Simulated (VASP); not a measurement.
# PrBe3Si in VASP: notebook

The runs below take PrBe3Si through relaxation of cell and atoms, single point, with PBE.

All numbers are computed with VASP 6.6.1; they aren't measurements. Logs are shortened: lines on timing, memory, paths and dates and some standing lists are left out, and cuts for length are marked.

### Step 1. The cell of the first run

The structure is cubic, space group Pm-3m (No. 221). The conventional cell has a = 4.275 Å, b = 4.275 Å, c = 4.275 Å, α = 90.00°, β = 90.00°, γ = 90.00°. Within 2.8 Å of Pr (site symmetry m-3m) lie 6 Be at 2.14 Å. Be (site symmetry 4/mmm) has 2 Pr at 2.14 Å within 2.8 Å. Si (site symmetry m-3m) has 12 Be at 3.02 Å and 8 Pr at 3.70 Å within 4.0 Å.

The cell was generated, and may not be a known phase.

### Step 2. Relaxation of cell and atoms, PBE

The input, INCAR:

```
  PREC = Accurate
  ENCUT = 600
  EDIFF = 1E-7
  ISMEAR = 0
  SIGMA = 0.2
  LREAL = False
  LASPH = True
  NELM = 200
  ALGO = Normal
  ISIF = 3
  LWAVE = False
  LCHARG = False
  GGA = PE
  IBRION = 2
  NSW = 36
  EDIFFG = -0.08
  GGA_COMPAT = False
  NELMIN = 4
  LMAXMIX = 6
```

The input, KPOINTS:

```
Automatic mesh
0
Gamma
  4 4 4
```

The input, POSCAR:

```
PrBe3Si
1.0
    4.2751930400      0.0000000000      0.0000000000
    0.0000000000      4.2751930400      0.0000000000
    0.0000000000      0.0000000000      4.2751930400
Pr Be Si
1 3 1
Direct
    0.0000000000      0.0000000000      0.0000000000
    0.5000000000      0.0000000000      0.0000000000
    0.0000000000      0.5000000000      0.0000000000
    0.0000000000      0.0000000000      0.5000000000
    0.5000000000      0.5000000000      0.5000000000
```

Potentials or basis: VASP PAW PBE potentials, release 64 (Pr_3, Be, Si), 4f in core.

Run with:

```sh
$ cat potpaw_PBE.64/Pr_3/POTCAR potpaw_PBE.64/Be/POTCAR potpaw_PBE.64/Si/POTCAR > POTCAR
$ mpirun -np 1 vasp_std > vasp.out
```

OUTCAR:

```text
PREC = Accurate
   ENCUT = 600
   EDIFF = 1E-7
   ISMEAR = 0
   LREAL = False
   LASPH = True
   NELM = 200
   ISIF = 3
   GGA = PE
   IBRION = 2
   NSW = 36
   EDIFFG = -0.08
   NELMIN = 4

 ion  position               nearest neighbor table
   1  0.000  0.000  0.000-   2 2.14   3 2.14   4 2.14   4 2.14   3 2.14   2 2.14
   2  0.500  0.000  0.000-   1 2.14   1 2.14
   3  0.000  0.500  0.000-   1 2.14   1 2.14
   4  0.000  0.000  0.500-   1 2.14   1 2.14
   5  0.500  0.500  0.500-

  LATTYP: Found a simple cubic cell.
 ALAT       =     4.2751930400

  Lattice vectors:

 A1 = (   4.2751930400,   0.0000000000,   0.0000000000)
 A2 = (   0.0000000000,   4.2751930400,   0.0000000000)
 A3 = (   0.0000000000,   0.0000000000,   4.2751930400)

Analysis of symmetry for initial positions (statically):
=====================================================================
 Subroutine PRICEL returns:
 Original cell was already a primitive cell.

 Routine SETGRP: Setting up the symmetry group for a
 simple cubic supercell.

 Subroutine GETGRP returns: Found 48 space group operations
 (whereof 48 operations were pure point group operations)
 out of a pool of 48 trial point group operations.

The static configuration has the point symmetry O_h .

Analysis of symmetry for dynamics (positions and initial velocities):
=====================================================================
 Subroutine PRICEL returns:
 Original cell was already a primitive cell.

 Routine SETGRP: Setting up the symmetry group for a
 simple cubic supercell.

 Subroutine GETGRP returns: Found 48 space group operations
 (whereof 48 operations were pure point group operations)
 out of a pool of 48 trial point group operations.

The dynamic configuration has the point symmetry O_h .

 Subroutine INISYM returns: Found 48 space group operations
 (whereof 48 operations are pure point group operations),
 and found     1 'primitive' translations

----------------------------------------------------------------------------------------

                                     Primitive cell

  volume of cell :      78.1389

  direct lattice vectors                    reciprocal lattice vectors
     4.275193040  0.000000000  0.000000000     0.233907566  0.000000000  0.000000000
     0.000000000  4.275193040  0.000000000     0.000000000  0.233907566  0.000000000
     0.000000000  0.000000000  4.275193040     0.000000000  0.000000000  0.233907566

  length of vectors
     4.275193040  4.275193040  4.275193040     0.233907566  0.233907566  0.233907566

  position of ions in fractional coordinates (direct lattice)
     0.000000000  0.000000000  0.000000000
     0.500000000  0.000000000  0.000000000
     0.000000000  0.500000000  0.000000000
     0.000000000  0.000000000  0.500000000
     0.500000000  0.500000000  0.500000000

  ion indices of the primitive-cell ions
   primitive index   ion index
                 1           1
                 2           2
                 3           3
                 4           4
                 5           5

----------------------------------------------------------------------------------------

 KPOINTS: Automatic mesh

Automatic generation of k-mesh.
 Grid dimensions read from file:
 generate k-points for:    4    4    4

 Generating k-lattice:

  Cartesian coordinates                     Fractional coordinates (reciprocal lattice)
     0.058476892  0.000000000  0.000000000     0.250000000  0.000000000  0.000000000
     0.000000000  0.058476892  0.000000000     0.000000000  0.250000000  0.000000000
     0.000000000  0.000000000  0.058476892     0.000000000  0.000000000  0.250000000

  Length of vectors
     0.058476892  0.058476892  0.058476892

  Shift w.r.t. Gamma in fractional coordinates (k-lattice)
     0.000000000  0.000000000  0.000000000

 Subroutine IBZKPT returns following result:
 ===========================================

 Found     10 irreducible k-points:

 Following reciprocal coordinates:
            Coordinates               Weight
  0.000000  0.000000  0.000000      1.000000
  0.250000  0.000000  0.000000      6.000000
  0.500000  0.000000  0.000000      3.000000
  0.250000  0.250000  0.000000     12.000000
  0.500000  0.250000  0.000000     12.000000
  0.500000  0.500000  0.000000      3.000000
  0.250000  0.250000  0.250000      8.000000
  0.500000  0.250000  0.250000     12.000000
  0.500000  0.500000  0.250000      6.000000
  0.500000  0.500000  0.500000      1.000000
   k-points           NKPTS =     10   k-points in BZ     NKDIM =     10   number of bands    NBANDS=     14
   number of dos      NEDOS =    301   number of ions     NIONS =      5
   total plane-waves  NPLWV =  46656
   dimension x,y,z NGX =    36 NGY =   36 NGZ =   36
   dimension x,y,z NGXF=    72 NGYF=   72 NGZF=   72
   ions per type =               1   3   1
   NGX,Y,Z   is equivalent  to a cutoff of  14.00, 14.00, 14.00 a.u.
   NGXF,Y,Z  is equivalent  to a cutoff of  28.00, 28.00, 28.00 a.u.
 SYSTEM =  unknown system
   PREC   = accura    normal or accurate (medium, high low for compatibility)
   ISTART =      0    job   : 0-new  1-cont  2-samecut
   ICHARG =      2    charge: 1-file 2-atom 10-const
   ISPIN  =      1    spin polarized calculation?
   LNONCOLLINEAR =      F non collinear calculations
   LSORBIT =      F    spin-orbit coupling
   LASPH  =      T    aspherical Exc in radial PAW
   ENCUT  =  600.0 eV  44.10 Ry    6.64 a.u.   8.54  8.54  8.54*2*pi/ulx,y,z
   NELM   =    200;   NELMIN=  4; NELMDL= -5     # of ELM steps
   EDIFF  = 0.1E-06   stopping-criterion for ELM
   LREAL  =      F    real-space projection
   EDIFFG = -.8E-01   stopping-criterion for IOM
   NSW    =     36    number of steps for IOM
   IBRION =      2    ionic relax: 0-MD 1-quasi-New 2-CG
   NFREE  =      1    steps in history (QN), initial steepest desc. (CG)
   ISIF   =      3    stress and relaxation
   ISYM   =      2    0-nonsym 1-usesym 2-fastsym
   POTIM  = 0.5000    time-step for ionic-motion
   TEBEG  =    0.0;   TEEND  =   0.0 temperature during run
   PSTRESS=    0.0 pullay stress
   NELECT =      21.0000    total number of electrons
   NUPDOWN=      -1.0000    fix difference up-down
   EMIN   =  10.00;   EMAX   =-10.00  energy-range for DOS
   EFERMI =   0.00;   METHOD = LEGACY
   ISMEAR =     0;   SIGMA  =   0.20  broadening in eV -4-tet -1-fermi 0-gaus
   EFERMI_NEDOS =   21; number of points for ismear=-14 and -15
   IALGO  =     38    algorithm
   IMIX   =      4    mixing-type and parameters
     AMIX     =   0.40;   BMIX     =  1.00
     AMIX_MAG =   1.60;   BMIX_MAG =  1.00
  volume/ion in A,a.u.               =      15.63       105.46
  Fermi-wavevector in a.u.,A,eV,Ry     =   1.056474  1.996447 15.185974  1.116138
  Thomas-Fermi vector in A             =   2.191711
   LORBIT       =      0    0 simple, 1 ext, 2 COOP (PROOUT), +10 PAW based schemes
   GGA     = PE    functional components
   LHFCALC =     F    Hartree Fock is set to
   AEXX    =    0.0000 exact exchange contribution
   IVDW    =     0    specifies the selected vdW correction
   LEPSILON=     F    determine dielectric tensor
   LRPA    =     F    only Hartree local field effects (RPA)
 conjugate gradient relaxation of ions
 non-spin polarized calculation
 Gauss-broadening in eV      SIGMA  =   0.20
  energy-cutoff  :      600.00
  volume of cell :       78.14
 maximum number of plane-waves:      2624
 NGX is ok and might be reduce to    36
   NGX = 17   NGY = 17   NGZ = 17

--------------------------------------- Ionic step        1  -------------------------------------------

 number of electron      21.0000001 magnetization

 Free energy of the ion-electron system (eV)
  ---------------------------------------------------
  ext. energy  EPLUGINS =         0.00000000
  ---------------------------------------------------
  free energy    TOTEN  =        -9.01989902 eV

  energy without entropy =       -8.93829436  energy(sigma->0) =       -8.97909669

 E-fermi :   4.5733     XC(G=0): -10.0082

 val. band max:        4.5330475913   @ k =   0.2500   0.2500   0.0000
 cond. band min:       4.6245708014   @ k =   0.0000   0.0000   0.0000
 fundamental gap:      0.0915232101
 Fermi energy:         4.5733460700

 k-point     1 :       0.0000    0.0000    0.0000
  band No.  band energies     occupation
      1     -30.4270      2.00000
      2     -13.2484      2.00000
      3     -13.2484      2.00000
      4     -13.2484      2.00000
      5      -3.8190      2.00000
      6       2.2154      2.00000
      7       2.2154      2.00000
      8       3.8081      2.00000
      9       3.8081      2.00000
     10       3.8081      2.00000
     11       4.6246      0.71719
     12       6.8908      0.00000
     13       6.8908      0.00000
     14       6.8908      0.00000
[... 467 lines left out ...]
 POSITION                                       TOTAL-FORCE (eV/Angst)
 -----------------------------------------------------------------------------------
      0.00000      0.00000      0.00000         0.000000     -0.000000      0.000000
      2.53367     -0.00000      0.00000         0.000000      0.000000      0.000000
     -0.00000      2.53367     -0.00000        -0.000000      0.000000      0.000000
      0.00000     -0.00000      2.53367         0.000000      0.000000      0.000000
      2.53367      2.53367      2.53367        -0.000000      0.000000      0.000000
 -----------------------------------------------------------------------------------
    total drift:                                0.000000      0.000000     -0.000000

  FREE ENERGIE OF THE ION-ELECTRON SYSTEM (eV)
  ---------------------------------------------------
  free  energy   TOTEN  =       -10.5591033074 eV

  energy  without entropy=      -10.3782989112  energy(sigma->0) =      -10.46870111

--------------------------------------- Ionic step        5  -------------------------------------------

 number of electron      20.9999998 magnetization

 Free energy of the ion-electron system (eV)
  ---------------------------------------------------
  ext. energy  EPLUGINS =         0.00000000
  ---------------------------------------------------
  free energy    TOTEN  =       -10.57286456 eV

  energy without entropy =      -10.39422219  energy(sigma->0) =      -10.48354337

 E-fermi :   1.4971     XC(G=0):  -8.3930

 val. band max:        1.4915763573   @ k =   0.5000   0.5000   0.2500
 cond. band min:       1.4981997878   @ k =   0.5000   0.5000   0.0000
 fundamental gap:      0.0066234305
 Fermi energy:         1.4971054965

 k-point     1 :       0.0000    0.0000    0.0000
  band No.  band energies     occupation
      1     -33.6240      2.00000
      2     -15.9391      2.00000
      3     -15.9391      2.00000
      4     -15.9391      2.00000
      5      -5.3302      2.00000
      6      -0.7377      2.00000
      7      -0.4583      2.00000
      8      -0.4583      2.00000
      9       1.2429      1.92770
     10       1.2429      1.92770
     11       1.2429      1.92770
     12       3.9212      0.00000
     13       3.9212      0.00000
     14       3.9212      0.00000
[... 173 lines left out ...]
 POSITION                                       TOTAL-FORCE (eV/Angst)
 -----------------------------------------------------------------------------------
      0.00000      0.00000      0.00000         0.000000     -0.000000      0.000000
      2.48978     -0.00000      0.00000         0.000000     -0.000000      0.000000
     -0.00000      2.48978     -0.00000        -0.000000      0.000000      0.000000
      0.00000     -0.00000      2.48978         0.000000      0.000000      0.000000
      2.48978      2.48978      2.48978        -0.000000      0.000000      0.000000
 -----------------------------------------------------------------------------------
    total drift:                                0.000000      0.000000     -0.000000

  FREE ENERGIE OF THE ION-ELECTRON SYSTEM (eV)
  ---------------------------------------------------
  free  energy   TOTEN  =       -10.5728645626 eV

  energy  without entropy=      -10.3942221860  energy(sigma->0) =      -10.48354337

 reached required accuracy - stopping structural energy minimisation
```

Wall time 62 s (1 thread of Intel Xeon Platinum 8488C (Sapphire Rapids), shared host); peak memory 0.22 GiB.

What came out:

- Free energy: -10.5729 eV
- Relaxed volume: 24.69 Å³/atom
- Relaxed cell: a = 4.980 Å, b = 4.980 Å, c = 4.980 Å, α = 90.00°, β = 90.00°, γ = 90.00°
- Space group after relaxing (to 0.1 Å): Pm-3m (No. 221)
- Energy gained by relaxing: 310.6 meV/atom
- Ionic steps: 5
- Pressure after relaxing: 0.1 GPa
- Band gap on the k mesh: zero (an odd number of electrons rules out a gap without spin polarisation)

The path:
```
step  energy change (eV)  largest force (eV/Å)  pressure (GPa)  volume (Å³)
   1              0.0000                0.0000           18.28        78.14
   2             -1.3054                0.0000            3.96       100.09
   3             -1.4727                0.0000            1.88       109.52
   4             -1.5392                0.0000           -0.71       130.12
   5             -1.5530                0.0000            0.06       123.47
```

Final structure:
```xyz
5
Lattice="4.9796 0.0000 0.0000 0.0000 4.9796 0.0000 0.0000 0.0000 4.9796" Properties=species:S:1:pos:R:3 pbc="T T T"
Pr    0.0000    0.0000    0.0000
Be    2.4898    0.0000    0.0000
Be    0.0000    2.4898    0.0000
Be    0.0000    0.0000    2.4898
Si    2.4898    2.4898    2.4898
```

Levels at points of the mesh, in eV from the Fermi level:
```csv
k point,band 7,band 8,band 9,band 10,band 11,band 12,band 13,band 14
"(0.00, 0.00, 0.00)",-1.96,-1.96,-0.25,-0.25,-0.25,2.42,2.42,2.42
"(0.50, 0.00, 0.00)",-1.73,-0.50,-0.50,-0.25,-0.09,2.13,2.13,2.13
"(0.50, 0.50, 0.00)",-2.08,-2.08,-0.30,-0.10,0.00,0.45,0.45,0.97
"(0.50, 0.50, 0.50)",-2.19,-2.19,-0.34,-0.34,-0.34,-0.06,-0.06,0.06
```

Caveat: the k points lie up to 0.32 Å⁻¹ apart in the final cell, too coarse for converged energies and pressures of a metal; the volume moved by over 15 % at a fixed basis, so the end points are rough; the highest band is partly filled, so the run has too few bands; spin-orbit coupling is left out, which moves the levels of the heavy elements; the 4f electrons are frozen in the core, so they carry no moment and show no levels. Spin polarisation is off, so any magnetic state and its effect on volume and gap are missing.

(Continued in part 2 of 2.)

The gap in the log of VASP goes by the Fermi energy; the results here count the filled bands.